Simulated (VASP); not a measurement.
# Pb (Fm-3m) in VASP: a series of runs, part 2 of 2

VASP 6.6.1.

### Step 3. Single point, RPBE+D3(BJ)

This run uses another cell than the first one, of 22.91 Å³/atom, 0.756 times its volume.

File INCAR:

```
PREC = Accurate
ENCUT = 520
EDIFF = 1E-6
ISMEAR = -1
SIGMA = 0.05
LREAL = False
LASPH = True
NELM = 100
ALGO = Fast
ISIF = 2
LWAVE = False
LCHARG = False
GGA = RP
IVDW = 12
NBANDS = 13
```

File KPOINTS:

```
regular mesh
0
Gamma
  9 9 9
```

File POSCAR:

```
Pb
1.0
    0.0000000000      2.2542247204      2.2542247204
    2.2542247204      0.0000000000      2.2542247204
    2.2542247204      2.2542247204      0.0000000000
Pb
1
Direct
    0.0000000000      0.0000000000      0.0000000000
```

Potentials or basis: VASP PAW PBE potentials, release 64 (Pb_d).

The run is started by

```console
$ cat potpaw_PBE.64/Pb_d/POTCAR > POTCAR
$ mpirun -np 1 vasp_std > vasp.out
```

OUTCAR:

```text
PREC = Accurate
   ENCUT = 520
   EDIFF = 1E-6
   ISMEAR = -1
   LREAL = False
   LASPH = True
   NELM = 100
   ISIF = 2
   GGA = RP
   IVDW = 12
 IVDW          = 12

 ion  position               nearest neighbor table
   1  0.000  0.000  0.000-

  LATTYP: Found a face centered cubic cell.
 ALAT       =     4.5084494408

  Lattice vectors:

 A1 = (   0.0000000000,   2.2542247204,   2.2542247204)
 A2 = (   2.2542247204,   0.0000000000,   2.2542247204)
 A3 = (   2.2542247204,   2.2542247204,   0.0000000000)

Analysis of symmetry for initial positions (statically):
[... 5 lines left out ...]
 face centered cubic supercell.

 Subroutine GETGRP returns: Found 48 space group operations
 (whereof 48 operations were pure point group operations)
 out of a pool of 48 trial point group operations.

The static configuration has the point symmetry O_h .

Analysis of symmetry for dynamics (positions and initial velocities):
[... 5 lines left out ...]
 face centered cubic supercell.

 Subroutine GETGRP returns: Found 48 space group operations
 (whereof 48 operations were pure point group operations)
[... 153 lines left out ...]
 Fermi energy:        11.0056548625

 k-point     1 :       0.0000    0.0000    0.0000
  band No.  band energies     occupation
      1      -6.4877      2.00000
      2      -6.4877      2.00000
      3      -6.4877      2.00000
      4      -6.1722      2.00000
      5      -6.1722      2.00000
      6      -2.9911      2.00000
      7      20.7255      0.00000
      8      20.7796      0.00000
      9      20.7796      0.00000
     10      20.7796      0.00000
     11      25.8518      0.00000
     12      25.8553      0.00000
     13      25.8553      0.00000
[... 354 lines left out ...]
  band No.  band energies     occupation
      1      -6.8668      2.00000
      2      -6.7101      2.00000
      3      -5.9149      2.00000
      4      -5.8356      2.00000
      5      -5.8356      2.00000
      6       3.6934      2.00000
      7       7.7504      2.00000
      8      13.5007      0.00000
      9      13.5007      0.00000
     10      17.4984      0.00000
     11      18.7591      0.00000
     12      30.8287      0.00000
     13      34.1639      0.00000

 [... further k-points ...]

------------------------ aborting loop because EDIFF is reached ----------------------------------------

 Edisp (eV)   -3.65455

 E8    (eV) :    -2.6826

  FORCE on cell =-STRESS in cart. coord.  units (eV):
  Direction    XX          YY          ZZ          XY          YZ          ZX
  --------------------------------------------------------------------------------------
  -------------------------------------------------------------------------------------
  Total      -0.01472    -0.01472    -0.01472    -0.00000     0.00000    -0.00000
  in kB      -1.02911    -1.02911    -1.02911    -0.00000     0.00000    -0.00000
  external pressure =       -1.03 kB  Pullay stress =        0.00 kB

 VOLUME and BASIS-vectors are now :
 -----------------------------------------------------------------------------
  energy-cutoff  :      520.00
  volume of cell :       22.91
      direct lattice vectors                 reciprocal lattice vectors
     0.000000000  2.254224720  2.254224720    -0.221805748  0.221805748  0.221805748
     2.254224720  0.000000000  2.254224720     0.221805748 -0.221805748  0.221805748
     2.254224720  2.254224720  0.000000000     0.221805748  0.221805748 -0.221805748

 POSITION                                       TOTAL-FORCE (eV/Angst)
 -----------------------------------------------------------------------------------
      0.00000      0.00000      0.00000         0.000000      0.000000      0.000000
 -----------------------------------------------------------------------------------
    total drift:                               -0.000000      0.000000     -0.000000

  FREE ENERGIE OF THE ION-ELECTRON SYSTEM (eV)
  ---------------------------------------------------
  free  energy   TOTEN  =        -6.1327892068 eV

  energy  without entropy=       -6.1292151347  energy(sigma->0) =       -6.13100217
```

OSZICAR:

```text
N       E                     dE             d eps       ncg     rms          rms(c)
DAV:   1     0.107261415806E+03    0.10726E+03   -0.74041E+03   925   0.136E+03
DAV:   2     0.214069789509E+01   -0.10512E+03   -0.10140E+03   945   0.326E+02
DAV:   3    -0.240840988951E+01   -0.45491E+01   -0.45319E+01  1163   0.720E+01
DAV:   4    -0.250034466637E+01   -0.91935E-01   -0.91915E-01  1081   0.103E+01
DAV:   5    -0.250388587646E+01   -0.35412E-02   -0.35411E-02  1260   0.192E+00    0.888E-01
RMM:   6    -0.248543225330E+01    0.18454E-01   -0.11386E-02  1113   0.162E+00    0.453E-01
RMM:   7    -0.247843331185E+01    0.69989E-02   -0.89512E-03  1088   0.116E+00    0.926E-02
RMM:   8    -0.247819194756E+01    0.24136E-03   -0.21223E-03  1295   0.598E-01    0.155E-02
RMM:   9    -0.247823710212E+01   -0.45155E-04   -0.49506E-04  1433   0.220E-01    0.178E-02
RMM:  10    -0.247823689683E+01    0.20530E-06   -0.87092E-05  1245   0.157E-01    0.137E-02
RMM:  11    -0.247823317934E+01    0.37175E-05   -0.52322E-05  1304   0.929E-02    0.184E-03
RMM:  12    -0.247823443257E+01   -0.12532E-05   -0.17999E-05  1268   0.444E-02    0.725E-04
RMM:  13    -0.247823458897E+01   -0.15640E-06   -0.33086E-06   744   0.239E-02
   1 F= -.61327892E+01 E0= -.61310022E+01  d E =-.357407E-02
```

stdout:

```text
POSCAR found type information on POSCAR Pb
 POSCAR found :  1 types and       1 ions
 scaLAPACK will be used
 -----------------------------------------------------------------------------
|                                                                             |
|                                                                             |
|     You enforced a specific xc type in the INCAR file but a different       |
|     I HOPE YOU KNOW WHAT YOU ARE DOING!                                     |
|                                                                             |
 -----------------------------------------------------------------------------

 LDA part: xc-table for (Slater+PW92), standard interpolation
 POSCAR, INCAR and KPOINTS ok, starting setup
 FFT: planning ... GRIDC
 FFT: planning ... GRID_SOFT
 FFT: planning ... GRID
 WAVECAR not read
 entering main loop
```

It took 6.2 s on 1 thread of AMD EPYC 9R45 (Zen 5), shared host; peak memory 0.12 GiB.

Results:

| Property | Result |
| --- | --- |
| Free energy | -6.1328 eV |
| Pressure | -0.1 GPa |
| Band gap on the k mesh | zero (band 7 reaches 20.73 eV, above the bottom of band 8 at 8.85 eV) |
| Dispersion energy per atom | -3.655 eV |

Caveat: the PAW data sets were made with another functional, which shifts forces and pressure a little; spin-orbit coupling is left out, which moves the levels of the heavy elements; pairwise dispersion overbinds metals, which lowers pressure and volume.

### Step 4. Single point, PBEsol+D4

This run uses another cell than the first one, of 29.16 Å³/atom, 0.962 times its volume.

File INCAR:

```
SYSTEM = Pb
PREC = Accurate ; ENCUT = 520
EDIFF = 1E-6 ; ISMEAR = -1
SIGMA = 0.05 ; LREAL = .FALSE.
LASPH = .TRUE. ; NELM = 100
ALGO = Normal ; ISIF = 2
LWAVE = .FALSE. ; LCHARG = .TRUE.
GGA = PS ; IVDW = 13
LELF = .TRUE. ; LVHAR = .TRUE.
NBANDS = 13
```

File KPOINTS:

```
regular mesh
0
G
  9 9 9
  0 0 0
```

File POSCAR:

```
Pb
1.0
    0.0000000000      2.4428626809      2.4428626809
    2.4428626809      0.0000000000      2.4428626809
    2.4428626809      2.4428626809      0.0000000000
Pb
1
Direct
    0.0000000000      0.0000000000      0.0000000000
```

The run is started by

```console
$ cat potpaw_PBE.64/Pb_d/POTCAR > POTCAR
$ mpirun -np 1 vasp_std > vasp.out
```

Wall time 7.3 s (1 thread of AMD EPYC 9R45 (Zen 5), shared host); peak memory 0.13 GiB.

The run converged. Its results:

- Free energy: -4.2777 eV
- Pressure: -0.1 GPa
- Band gap on the k mesh: zero (band 7 reaches 15.27 eV, above the bottom of band 8 at 5.91 eV)
- Dispersion energy per atom: -0.263 eV

Levels at points of the mesh, in eV from the Fermi level:
```csv
k point,band 5,band 6,band 7,band 8,band 9,band 10
"(0.00, 0.00, 0.00)",-16.69,-11.87,7.90,7.90,7.90,9.96
```

Caveat: the PAW data sets were made with another functional, which shifts forces and pressure a little; spin-orbit coupling is left out, which moves the levels of the heavy elements; pairwise dispersion overbinds metals, which lowers pressure and volume.

### Step 5. Overview

| task | level | cell | cutoff (eV) | gap on the mesh (eV) | pressure (GPa) |
| --- | --- | --- | --- | --- | --- |
| relaxation of cell and atoms | PBEsol | relaxed to 30 GPa from a = 3.500 Å, angles 60.0°, 1 atom | 600 | none | 30.0 |
| single point | RPBE+D3(BJ) | a = 3.188 Å, angles 60.0°, 1 atom | 520 | none | -0.1 |
| single point | PBEsol+D4 | a = 3.455 Å, angles 60.0°, 1 atom | 520 | none | -0.1 |

Alike in all rows: potentials or basis VASP PAW PBE potentials, release 64 (Pb_d); no spin polarisation; k mesh 9 × 9 × 9; smearing fermi-dirac 0.05 eV.

Caveats: the PAW data sets were made with another functional, which shifts forces and pressure a little; spin-orbit coupling is left out, which moves the levels of the heavy elements; pairwise dispersion overbinds metals, which lowers pressure and volume (some runs); the cell is relaxed towards a set pressure, so the enthalpy falls and the energy may rise (some runs); the volume moved by over 15 % at a fixed basis, so the end points are rough (some runs).

Absolute energies hang on the potentials; compare differences alone.
